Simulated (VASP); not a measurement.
Write the native input for VASP 6.6.1 that does the following.

- Task: single point
- Functional: PBE
- Potentials or basis: VASP PAW PBE potentials, release 64 (Zr_sv)
- Cutoff: 520 eV
- k mesh: 10 × 10 × 10
- Occupations: fermi-dirac, width 0.1 eV
- Spin: no spin polarisation
- Dipole correction: no
- Further INCAR settings: ALGO = Normal; EDIFF = 1e-07; NBANDS = 19

The structure of Zr lies in POSCAR:

```
Zr
1.0
    0.0000000000      3.2653683651      3.2653683651
    3.2653683651      0.0000000000      3.2653683651
    3.2653683651      3.2653683651      0.0000000000
Zr
2
Direct
    0.1250000000      0.1250000000      0.1250000000
    0.8750000000      0.8750000000      0.8750000000
```

This cell differs from its parent crystal: volume scaled by 1.12.

One way to write it, as run:

INCAR

```
SYSTEM = Zr
ALGO = Normal
EDIFF = 1E-7
ENCUT = 520
GGA = PE
ISIF = 2
ISMEAR = -1
LASPH = .TRUE.
LCHARG = .TRUE.
LELF = .TRUE.
LREAL = .FALSE.
LVHAR = .TRUE.
LWAVE = .FALSE.
NBANDS = 19
NELM = 60
PREC = Accurate
SIGMA = 0.1
```

KPOINTS

```
k-points
0
G
  10 10 10
  0 0 0
```

Potentials or basis: VASP PAW PBE potentials, release 64 (Zr_sv).

Run with:

```sh
$ cat potpaw_PBE.64/Zr_sv/POTCAR > POTCAR
$ mpirun -np 1 vasp_std > vasp.out
```

Results of the run:

| Item | Value |
| --- | --- |
| Pressure | -2.9 GPa |
| Band gap on the k mesh | zero (band 12 reaches 4.70 eV, above the bottom of band 13 at 4.55 eV) |

Run time: 83 s on 1 thread of Intel Xeon 6975P-C (shared host), peak memory 0.22 GiB.
